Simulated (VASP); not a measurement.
Write the native input for VASP 6.6.1 that does the following.

```yaml
Task: single point
Functional: PBE
Potentials_or_basis: VASP PAW PBE potentials, release 64 (Sr_sv, Cl)
Cutoff: 520 eV
k_mesh: 6 × 6 × 6
Occupations: gaussian, width 0.05 eV
Spin: no spin polarisation
Dipole_correction: no
Further_INCAR_settings: ALGO = Normal; EDIFF = 1e-06; NBANDS = 19
```

The structure of SrCl2 lies in POSCAR:

```
SrCl2
1.0
    0.0000000000      3.4332175000      3.4855000000
    3.5377825000      0.0000000000      3.4855000000
    3.5377825000      3.4332175000      0.0000000000
Sr Cl
1 2
Direct
    0.0000000000      0.0000000000      0.0000000000
    0.2500000000      0.2500000000      0.2500000000
    0.7500000000      0.7500000000      0.7500000000
```

This cell differs from its parent crystal: strain +0.0150 x Voigt [1, -1, 0, 0, 0, 0].

One way to write it, as run:

INCAR

```
SYSTEM = SrCl2
PREC = Accurate ; ENCUT = 520
EDIFF = 1E-6 ; ISMEAR = 0
SIGMA = 0.05 ; LREAL = .False.
LASPH = .True. ; NELM = 80
ALGO = Normal ; ISIF = 2
LWAVE = .False. ; LCHARG = .False.
GGA = PE ; NBANDS = 19
```

KPOINTS

```
regular mesh
0
Gamma
  6 6 6
  0 0 0
```

Potentials or basis: VASP PAW PBE potentials, release 64 (Sr_sv, Cl).

Command:

```bash
$ cat potpaw_PBE.64/Sr_sv/POTCAR potpaw_PBE.64/Cl/POTCAR > POTCAR
$ mpirun -np 1 vasp_std > vasp.out
```

It gave:

| Item | Value |
| --- | --- |
| Pressure | 1.2 GPa |
| Band gap on the k mesh | 5.23 eV (least direct gap 5.40 eV) |

Caveat: the cell differs from its parent crystal (strain +0.0150 x Voigt [1, -1, 0, 0, 0, 0]).

Wall time 120 s on 1 thread of Intel Xeon 8259CL, on a shared host, peak memory 0.27 GiB.
